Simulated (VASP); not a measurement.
# PtS2 in VASP: relaxation of the atoms with PBE+D3(BJ)

Aim: the relaxation of the atoms of PtS2 with PBE+D3(BJ).

Everything below comes from runs of VASP 6.6.1. Logs are shortened: lines on timing, memory, paths and dates and some standing lists are left out, and cuts for length are marked.

### 1 The cell of the first run

The cell holds a slab with vacuum, 6 atoms: a = 3.543 Å, b = 3.543 Å, c = 24.558 Å, α = 90.00°, β = 90.00°, γ = 120.00°.

### 2 Relaxation of the atoms, PBE+D3(BJ)

The input, INCAR:

```
SYSTEM = PtS2
PREC     = Accurate       ! precision mode
ENCUT    = 520            ! plane-wave cutoff, eV
EDIFF    = 1E-7           ! SCF threshold, eV
ISMEAR   = 0              ! smearing method
SIGMA    = 0.05           ! smearing width, eV
LREAL    = .FALSE.        ! projectors in reciprocal space
LASPH    = .TRUE.         ! aspherical terms in the spheres
NELM     = 60             ! most SCF steps
ALGO     = Normal         ! electronic algorithm
ISIF     = 2              ! what is computed and relaxed
LWAVE    = .FALSE.        ! write WAVECAR
LCHARG   = .FALSE.        ! write CHGCAR
LDIPOL   = .TRUE.       
IDIPOL   = 3            
DIPOL    = 0.5 0.5 0.500
GGA      = PE             ! functional
IVDW     = 12             ! dispersion correction
IBRION   = 2              ! ionic algorithm
NSW      = 60             ! ionic steps
EDIFFG   = -0.04          ! ionic threshold
```

The input, KPOINTS:

```
Automatic mesh
0
G
  9 9 1
  0 0 0
```

The input, POSCAR:

```
PtS2
1.0
    3.5431994800      0.0000000000      0.0000000000
   -1.7715997400      3.0685007600      0.0000000000
    0.0000000000      0.0000000000     24.5582002285
S Pt
4 2
Direct
    0.6666666700      0.3333333300      0.3461165688
    0.3333333300      0.6666666700      0.4487055229
    0.6666666700      0.3333333300      0.5512944771
    0.3333333300      0.6666666700      0.6538834312
    0.0000000000      0.0000000000      0.3974110459
    0.0000000000      0.0000000000      0.6025889541
```

Potentials or basis: VASP PAW PBE potentials, release 64 (S, Pt).

Command:

```sh
$ cat potpaw_PBE.64/S/POTCAR potpaw_PBE.64/Pt/POTCAR > POTCAR
$ mpirun -np 1 vasp_std > vasp.out
```

OUTCAR:

```text
SYSTEM = PtS2
   PREC = Accurate
   ENCUT = 520
   EDIFF = 1E-7
   ISMEAR = 0
   LREAL = .FALSE.
   LASPH = .TRUE.
   NELM = 60
   ISIF = 2
   GGA = PE
   IVDW = 12
   IBRION = 2
   NSW = 60
   EDIFFG = -0.04
 IVDW          = 12

 ion  position               nearest neighbor table
   1  0.667  0.333  0.346-   5 2.40   5 2.40   5 2.40
   2  0.333  0.667  0.449-   5 2.40   5 2.40   5 2.40
   3  0.667  0.333  0.551-   6 2.40   6 2.40   6 2.40
   4  0.333  0.667  0.654-   6 2.40   6 2.40   6 2.40
   5  0.000  0.000  0.397-   2 2.40   1 2.40   2 2.40   2 2.40   1 2.40   1 2.40
   6  0.000  0.000  0.603-   3 2.40   4 2.40   3 2.40   3 2.40   4 2.40   4 2.40

  LATTYP: Found a hexagonal cell.
 ALAT       =     3.5431994800
 C/A-ratio  =     6.9310803321

  Lattice vectors:

 A1 = (   3.5431994800,   0.0000000000,   0.0000000000)
 A2 = (  -1.7715997400,   3.0685007600,   0.0000000000)
 A3 = (   0.0000000000,   0.0000000000,  24.5582002285)

Analysis of symmetry for initial positions (statically):
=====================================================================
 Subroutine PRICEL returns:
 Original cell was already a primitive cell.

 Routine SETGRP: Setting up the symmetry group for a
 hexagonal supercell.

 Subroutine GETGRP returns: Found 12 space group operations
 (whereof 12 operations were pure point group operations)
 out of a pool of 24 trial point group operations.

The static configuration has the point symmetry D_3d.

Analysis of symmetry for dynamics (positions and initial velocities):
=====================================================================
 Subroutine PRICEL returns:
 Original cell was already a primitive cell.

 Routine SETGRP: Setting up the symmetry group for a
 hexagonal supercell.

 Subroutine GETGRP returns: Found 12 space group operations
 (whereof 12 operations were pure point group operations)
 out of a pool of 24 trial point group operations.

The dynamic configuration has the point symmetry D_3d.

 Subroutine INISYM returns: Found 12 space group operations
 (whereof 12 operations are pure point group operations),
 and found     1 'primitive' translations

----------------------------------------------------------------------------------------

                                     Primitive cell

  volume of cell :     267.0044

  direct lattice vectors                    reciprocal lattice vectors
     3.543199480  0.000000000  0.000000000     0.282230793  0.162946024  0.000000000
    -1.771599740  3.068500760  0.000000000     0.000000000  0.325892049  0.000000000
     0.000000000  0.000000000 24.558200228     0.000000000  0.000000000  0.040719596

  length of vectors
     3.543199480  3.543199480 24.558200228     0.325892049  0.325892049  0.040719596

  position of ions in fractional coordinates (direct lattice)
     0.666666670  0.333333330  0.346116569
     0.333333330  0.666666670  0.448705523
     0.666666670  0.333333330  0.551294477
     0.333333330  0.666666670  0.653883431
     0.000000000  0.000000000  0.397411046
     0.000000000  0.000000000  0.602588954

  ion indices of the primitive-cell ions
   primitive index   ion index
                 1           1
                 2           2
                 3           3
                 4           4
                 5           5
                 6           6

----------------------------------------------------------------------------------------

 KPOINTS: Automatic mesh

Automatic generation of k-mesh.
 Grid dimensions read from file:
 generate k-points for:    9    9    1

 Generating k-lattice:

  Cartesian coordinates                     Fractional coordinates (reciprocal lattice)
     0.031358977  0.018105114  0.000000000     0.111111111  0.000000000  0.000000000
     0.000000000  0.036210228  0.000000000     0.000000000  0.111111111  0.000000000
     0.000000000  0.000000000  0.040719596     0.000000000  0.000000000  1.000000000

  Length of vectors
     0.036210228  0.036210228  0.040719596

  Shift w.r.t. Gamma in fractional coordinates (k-lattice)
     0.000000000  0.000000000  0.000000000

 Subroutine IBZKPT returns following result:
 ===========================================

 Found     12 irreducible k-points:

 Following reciprocal coordinates:
            Coordinates               Weight
  0.000000  0.000000  0.000000      1.000000
  0.111111 -0.000000  0.000000      6.000000
  0.222222  0.000000  0.000000      6.000000
  0.333333  0.000000  0.000000      6.000000
  0.444444  0.000000  0.000000      6.000000
  0.111111  0.111111  0.000000      6.000000
  0.222222  0.111111  0.000000     12.000000
  0.333333  0.111111  0.000000     12.000000
  0.444444  0.111111  0.000000      6.000000
  0.222222  0.222222  0.000000      6.000000
  0.333333  0.222222  0.000000     12.000000
  0.333333  0.333333  0.000000      2.000000
   k-points           NKPTS =     12   k-points in BZ     NKDIM =     12   number of bands    NBANDS=     26
   number of dos      NEDOS =    301   number of ions     NIONS =      6
   total plane-waves  NPLWV = 150528
   dimension x,y,z NGX =    28 NGY =   28 NGZ =  192
   dimension x,y,z NGXF=    56 NGYF=   56 NGZF=  384
   ions per type =               4   2
   NGX,Y,Z   is equivalent  to a cutoff of  13.14, 13.14, 13.00 a.u.
   NGXF,Y,Z  is equivalent  to a cutoff of  26.28, 26.28, 25.99 a.u.
 SYSTEM =  PtS2
   PREC   = accura    normal or accurate (medium, high low for compatibility)
   ISTART =      0    job   : 0-new  1-cont  2-samecut
   ICHARG =      2    charge: 1-file 2-atom 10-const
   ISPIN  =      1    spin polarized calculation?
   LNONCOLLINEAR =      F non collinear calculations
   LSORBIT =      F    spin-orbit coupling
   LASPH  =      T    aspherical Exc in radial PAW
   ENCUT  =  520.0 eV  38.22 Ry    6.18 a.u.   6.59  6.59 45.66*2*pi/ulx,y,z
   NELM   =     60;   NELMIN=  2; NELMDL= -5     # of ELM steps
   EDIFF  = 0.1E-06   stopping-criterion for ELM
   LREAL  =      F    real-space projection
   EDIFFG = -.4E-01   stopping-criterion for IOM
   NSW    =     60    number of steps for IOM
   IBRION =      2    ionic relax: 0-MD 1-quasi-New 2-CG
   NFREE  =      1    steps in history (QN), initial steepest desc. (CG)
   ISIF   =      2    stress and relaxation
   ISYM   =      2    0-nonsym 1-usesym 2-fastsym
   POTIM  = 0.5000    time-step for ionic-motion
   TEBEG  =    0.0;   TEEND  =   0.0 temperature during run
   PSTRESS=    0.0 pullay stress
   NELECT =      44.0000    total number of electrons
   NUPDOWN=      -1.0000    fix difference up-down
   EMIN   =  10.00;   EMAX   =-10.00  energy-range for DOS
   EFERMI =   0.00;   METHOD = LEGACY
   ISMEAR =     0;   SIGMA  =   0.05  broadening in eV -4-tet -1-fermi 0-gaus
   EFERMI_NEDOS =   21; number of points for ismear=-14 and -15
   IALGO  =     38    algorithm
   IMIX   =      4    mixing-type and parameters
     AMIX     =   0.40;   BMIX     =  1.00
     AMIX_MAG =   1.60;   BMIX_MAG =  1.00
  volume/ion in A,a.u.               =      44.50       300.31
  Fermi-wavevector in a.u.,A,eV,Ry     =   0.897538  1.696101 10.960510  0.805575
  Thomas-Fermi vector in A             =   2.020135
   LORBIT       =      0    0 simple, 1 ext, 2 COOP (PROOUT), +10 PAW based schemes
   GGA     = PE    functional components
   LHFCALC =     F    Hartree Fock is set to
   AEXX    =    0.0000 exact exchange contribution
   IVDW    =    12    specifies the selected vdW correction
   LEPSILON=     F    determine dielectric tensor
   LRPA    =     F    only Hartree local field effects (RPA)
 conjugate gradient relaxation of ions
 non-spin polarized calculation
 Gauss-broadening in eV      SIGMA  =   0.05
  energy-cutoff  :      520.00
  volume of cell :      267.00
 maximum number of plane-waves:      7267
 NGX is ok and might be reduce to    28
   NGX = 13   NGY = 13   NGZ = 91

--------------------------------------- Ionic step        1  -------------------------------------------

 number of electron      44.0000000 magnetization

 Free energy of the ion-electron system (eV)
  ---------------------------------------------------
  ext. energy  EPLUGINS =         0.00000000
  ---------------------------------------------------
  free energy    TOTEN  =       -30.81399520 eV

  energy without entropy =      -30.81399520  energy(sigma->0) =      -30.81399520

------------------------ aborting loop because EDIFF is reached ----------------------------------------

 Edisp (eV)   -2.07751

 E8    (eV) :    -0.8636

  FORCE on cell =-STRESS in cart. coord.  units (eV):
  Direction    XX          YY          ZZ          XY          YZ          ZX
  --------------------------------------------------------------------------------------
  -------------------------------------------------------------------------------------
  Total      -1.01451    -1.01451    -1.92757    -0.00000     0.00000    -0.00000
  in kB      -6.08763    -6.08763   -11.56653    -0.00000     0.00000    -0.00000
  external pressure =       -7.91 kB  Pullay stress =        0.00 kB
[... 109 lines left out ...]
  FREE ENERGIE OF THE ION-ELECTRON SYSTEM (eV)
  ---------------------------------------------------
  free  energy   TOTEN  =       -32.9079940157 eV

  energy  without entropy=      -32.9079940157  energy(sigma->0) =      -32.90799402

 dipolmoment           0.000000      0.000000     -0.000000 electrons x Angstroem

--------------------------------------- Ionic step        4  -------------------------------------------

 number of electron      43.9999998 magnetization

 dipolmoment           0.000000      0.000000      0.000000 electrons x Angstroem

 Free energy of the ion-electron system (eV)
  ---------------------------------------------------
  ext. energy  EPLUGINS =         0.00000000
  ---------------------------------------------------
  free energy    TOTEN  =       -30.82856453 eV

  energy without entropy =      -30.82856453  energy(sigma->0) =      -30.82856453

 E-fermi :  -0.3697     XC(G=0):  -4.8341

 val. band max:       -0.6288952321   @ k =   0.1111  -0.0000   0.0000
 cond. band min:       0.4028048162   @ k =   0.2222   0.0000   0.0000
 fundamental gap:      1.0317000484
 Fermi energy:        -0.3696925797

 k-point     1 :       0.0000    0.0000    0.0000
  band No.  band energies     occupation
      1     -15.5652      2.00000
      2     -15.3232      2.00000
      3     -13.4189      2.00000
      4     -12.9850      2.00000
      5      -7.0451      2.00000
      6      -6.9304      2.00000
[... 337 lines left out ...]
     25       1.2739      0.00000
     26       1.2739      0.00000

------------------------ aborting loop because EDIFF is reached ----------------------------------------

 vacuum level on the upper side and lower side of the slab       (xc-potential included)        -0.117        -0.117

 Edisp (eV)   -2.08170

 E8    (eV) :    -0.8653

  FORCE on cell =-STRESS in cart. coord.  units (eV):
  Direction    XX          YY          ZZ          XY          YZ          ZX
  --------------------------------------------------------------------------------------
  -------------------------------------------------------------------------------------
  Total       0.13192     0.13192    -0.43954    -0.00000    -0.00000     0.00000
  in kB       0.79159     0.79159    -2.63747    -0.00000    -0.00000     0.00000
  external pressure =       -0.35 kB  Pullay stress =        0.00 kB
[... 21 lines left out ...]
  FREE ENERGIE OF THE ION-ELECTRON SYSTEM (eV)
  ---------------------------------------------------
  free  energy   TOTEN  =       -32.9102667715 eV

  energy  without entropy=      -32.9102667715  energy(sigma->0) =      -32.91026677

 reached required accuracy - stopping structural energy minimisation

 vacuum level on the upper side and lower side of the slab         4.919         4.919
```

Wall time 8.9 min (1 thread of Oxide Virtual Turin-like, shared host); peak memory 0.42 GiB.

Results:

* Free energy: -32.9103 eV
* Energy gained by relaxing: 3.1 meV/atom
* Ionic steps: 4
* Largest force after relaxing: 0.027 eV/Å
* Band gap on the k mesh: 1.03 eV (least direct gap 1.35 eV)
* Dispersion energy per atom: -0.347 eV

Forces in eV/Å, atoms in the order of the input:
```
S    0.000  0.000  0.023
S    0.000  0.000  0.026
S    0.000  0.000 -0.026
S    0.000  0.000 -0.023
Pt   0.000  0.000  0.027
Pt   0.000  0.000 -0.027
```

Step by step:
```csv
step,energy change (eV),largest force (eV/Å),pressure (GPa)
1,0.0000,0.4110,-0.79
2,-0.0160,0.1801,-0.34
3,-0.0165,0.1714,-0.24
4,-0.0188,0.0273,-0.04
```

Final structure:
```yaml
crystal:
  lattice:
    - [3.54320, 0.00000, 0.00000]
    - [-1.77160, 3.06850, 0.00000]
    - [0.00000, 0.00000, 24.55820]
  atoms:
    - { symbol: S, position: [0.66667, 0.33333, 0.34706] }
    - { symbol: S, position: [0.33333, 0.66667, 0.44764] }
    - { symbol: S, position: [0.66667, 0.33333, 0.55236] }
    - { symbol: S, position: [0.33333, 0.66667, 0.65294] }
    - { symbol: Pt, position: [0.00000, 0.00000, 0.39783] }
    - { symbol: Pt, position: [0.00000, 0.00000, 0.60217] }
```

Caveat: spin-orbit coupling is left out, which moves the levels of the heavy elements.
